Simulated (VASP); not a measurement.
# In (P6/mmm) in VASP: notebook, part 2 of 2

VASP 6.6.1.

**3. Relaxation of cell and atoms, PBE**

Input file INCAR:

```
SYSTEM = In
ALGO = Normal ; EDIFF = 1E-6
EDIFFG = -0.01 ; ENCUT = 600
GGA = PE ; IBRION = 2
ISIF = 3 ; ISMEAR = 0
LASPH = .TRUE. ; LCHARG = .FALSE.
LREAL = .FALSE. ; LWAVE = .FALSE.
NELM = 100 ; NSW = 100
PREC = Accurate ; SIGMA = 0.1
```

Input file KPOINTS:

```
k-points
0
G
  9 9 14
  0 0 0
```

Input file POSCAR:

```
In
1.0
    5.4998356996      0.0000000000      0.0000000000
   -2.7499178498      4.7629974325      0.0000000000
    0.0000000000      0.0000000000      3.2049746232
In
3
Direct
    0.0000000000      0.0000000000      0.0000000000
    0.3333333333      0.6666666667      0.5000000000
    0.6666666667      0.3333333333      0.5000000000
```

Potentials or basis: VASP PAW PBE potentials, release 64 (In_d).

Launch:

```
> cat potpaw_PBE.64/In_d/POTCAR > POTCAR
> mpirun -np 1 vasp_std > vasp.out
```

OUTCAR:

```text
SYSTEM = In
   EDIFF = 1E-6
   EDIFFG = -0.01
   ENCUT = 600
   GGA = PE
   IBRION = 2
   ISIF = 3
   ISMEAR = 0
   LASPH = .TRUE.
   LREAL = .FALSE.
   NELM = 100
   NSW = 100
   PREC = Accurate

 ion  position               nearest neighbor table
   1  0.000  0.000  0.000-   2 3.56   3 3.56   2 3.56   3 3.56   3 3.56   3 3.56   2 3.56   2 3.56
                             3 3.56   3 3.56   2 3.56   2 3.56
   2  0.333  0.667  0.500-   3 3.18   3 3.18   3 3.18   1 3.56   1 3.56   1 3.56   1 3.56   1 3.56
                             1 3.56
   3  0.667  0.333  0.500-   2 3.18   2 3.18   2 3.18   1 3.56   1 3.56   1 3.56   1 3.56   1 3.56
                             1 3.56

  LATTYP: Found a hexagonal cell.
 ALAT       =     5.4998356996
 C/A-ratio  =     0.5827400668

  Lattice vectors:

 A1 = (   5.4998356996,   0.0000000000,   0.0000000000)
 A2 = (  -2.7499178498,   4.7629974325,   0.0000000000)
 A3 = (   0.0000000000,   0.0000000000,   3.2049746232)

Analysis of symmetry for initial positions (statically):
=====================================================================
 Subroutine PRICEL returns:
 Original cell was already a primitive cell.

 Routine SETGRP: Setting up the symmetry group for a
 hexagonal supercell.
[... 174 lines left out ...]

  FORCE on cell =-STRESS in cart. coord.  units (eV):
  Direction    XX          YY          ZZ          XY          YZ          ZX
  --------------------------------------------------------------------------------------
  -------------------------------------------------------------------------------------
  Total        0.1078932      0.1078932     -0.0919733      0.0000000      0.0000000      0.0000000
  in kB        2.0589699      2.0589699     -1.7551638      0.0000000      0.0000000      0.0000000
  external PRESSURE =       0.7875920 kB  Pullay stress =       0.0000000 kB
[... 209 lines left out ...]
--------------------------------------- Ionic step        7  -------------------------------------------

 number of electron      38.9999990 magnetization

 Free energy of the ion-electron system (eV)
  ---------------------------------------------------
  ext. energy  EPLUGINS =         0.00000000
  ---------------------------------------------------
  free energy    TOTEN  =        -7.61844199 eV

  energy without entropy =       -7.61171442  energy(sigma->0) =       -7.61507821

 E-fermi :   6.7422     XC(G=0):  -9.9164

 val. band max:        6.7407528232   @ k =   0.4444  -0.0000   0.5000
 cond. band min:       6.8039086018   @ k =   0.2222   0.1111   0.4286
 fundamental gap:      0.0631557787
 Fermi energy:         6.7422172890

 k-point     1 :       0.0000    0.0000    0.0000
  band No.  band energies     occupation
      1      -8.0819      2.00000
      2      -7.9311      2.00000
      3      -7.9124      2.00000
      4      -7.8271      2.00000
      5      -7.8271      2.00000
      6      -7.7204      2.00000
[... 613 lines left out ...]
     22      12.8676      0.00000
     23      12.8676      0.00000

 [... further k-points ...]
[... 5 lines left out ...]
  --------------------------------------------------------------------------------------
  -------------------------------------------------------------------------------------
  Total       -0.0031095     -0.0031095      0.0030893      0.0000000     -0.0000000      0.0000000
  in kB       -0.0591587     -0.0591587      0.0587746      0.0000000     -0.0000000      0.0000000
  external PRESSURE =      -0.0198476 kB  Pullay stress =       0.0000000 kB
[... 18 lines left out ...]
  FREE ENERGIE OF THE ION-ELECTRON SYSTEM (eV)
  ---------------------------------------------------
  free  energy   TOTEN  =        -7.6184419911 eV

  energy  without entropy=       -7.6117144250  energy(sigma->0) =       -7.61507821

 reached required accuracy - stopping structural energy minimisation
```

It took 5.7 min on 1 thread of Intel Xeon Platinum 8559C (Emerald Rapids), shared host; peak memory 0.37 GiB.

What came out:

```
Free energy                            : -7.6184 eV
Relaxed volume                         : 28.07 Å³/atom
Relaxed cell                           : a = 5.532 Å, b = 5.532 Å, c = 3.178 Å, α = 90.00°, β = 90.00°, γ = 120.00°
Space group after relaxing (to 0.05 Å) : P6/mmm (No. 191)
Energy gained by relaxing              : 0.4 meV/atom
Ionic steps                            : 7
Pressure after relaxing                : 0.0 GPa
```

The path:
```
step  energy change (eV)  largest force (eV/Å)  pressure (GPa)  volume (Å³)
   1              0.0000                0.0000            0.08        83.96
   2             -0.0005                0.0000           -0.01        84.12
   3             -0.0008                0.0000           -0.07        84.27
   4             -0.0010                0.0000           -0.17        84.58
   5             -0.0012                0.0000           -0.07        84.36
   6             -0.0012                0.0000           -0.09        84.38
   7             -0.0012                0.0000            0.00        84.21
```

Final structure:
```
In
1.0
     5.53200    0.00000    0.00000
    -2.76600    4.79085    0.00000
     0.00000    0.00000    3.17754
In
3
Direct
  0.00000 0.00000 0.00000
  0.33333 0.66667 0.50000
  0.66667 0.33333 0.50000
```

Caveat: spin-orbit coupling is left out, which moves the levels of the heavy elements.

**4. Single point, PBE**

This run uses another cell than the first one: it holds 1 atom, not 3.

Input file INCAR:

```
PREC = Accurate
ENCUT = 520
EDIFF = 1E-7
ISMEAR = 0
SIGMA = 0.1
LREAL = F
LASPH = T
NELM = 100
ALGO = Normal
ISIF = 2
LWAVE = F
LCHARG = F
GGA = PE
NBANDS = 12
```

Input file KPOINTS:

```
Automatic mesh
0
Gamma
  6 6 6
```

Input file POSCAR:

```
In
1.0
    3.2123895088      0.0000000000      0.0000000000
   -1.6061947544      2.7820109215      0.0000000000
    0.0000000000      0.0000000000      3.0015764473
In
1
Direct
    0.0000000000      0.0000000000      0.0000000000
```

Launch:

```
> cat potpaw_PBE.64/In_d/POTCAR > POTCAR
> mpirun -np 1 vasp_std > vasp.out
```

It took 2.8 s on 1 thread of Intel Xeon 6975P-C (Granite Rapids), shared host; peak memory 0.13 GiB.

Results (log left out):

```
Free energy : -2.4821 eV
Pressure    : 2.2 GPa
```

Stress tensor (GPa, compression positive):
```
0.81 0.00 0.00
0.00 0.81 0.00
0.00 0.00 4.89
```

Levels at points of the mesh, in eV from the Fermi level:
```tsv
k point	band 4	band 5	band 6	band 7	band 8	band 9	band 10	band 11
(0.00, 0.00, 0.00)	-14.28	-14.28	-9.40	7.49	9.46	9.46	10.90	11.67
(0.50, 0.00, 0.00)	-14.32	-14.28	-4.54	-3.35	5.25	8.78	11.70	13.19
(0.00, 0.00, 0.50)	-14.51	-14.49	-5.55	-3.63	13.14	13.14	14.05	14.11
(0.50, 0.00, 0.50)	-14.26	-14.09	-0.47	-0.42	0.05	4.26	8.36	11.14
```

Caveat: the k points lie up to 0.38 Å⁻¹ apart; spin-orbit coupling is left out, which moves the levels of the heavy elements.

**5. Summary**

| task | cell | k mesh | cutoff (eV) | gap on the mesh (eV) | pressure (GPa) |
| --- | --- | --- | --- | --- | --- |
| single point | a = 5.529, b = 5.529, c = 3.175 Å, angles 90.0, 90.0, 120.0°, 3 atoms | 9 × 9 × 14 | 520 | none | 0.0 |
| relaxation of cell and atoms | relaxed from a = 5.500, b = 5.500, c = 3.205 Å, angles 90.0, 90.0, 120.0°, 3 atoms | 9 × 9 × 14 | 600 | none | 0.0 |
| single point | a = 3.212, b = 3.212, c = 3.002 Å, angles 90.0, 90.0, 120.0°, 1 atom | 6 × 6 × 6 | 520 | none | 2.2 |

Alike in all rows: level PBE; potentials or basis VASP PAW PBE potentials, release 64 (In_d); no spin polarisation; smearing gaussian 0.1 eV.

Caveats: some runs use coarse meshes; spin-orbit coupling is left out, which moves the levels of the heavy elements.

Absolute energies hang on the potentials; compare differences alone.
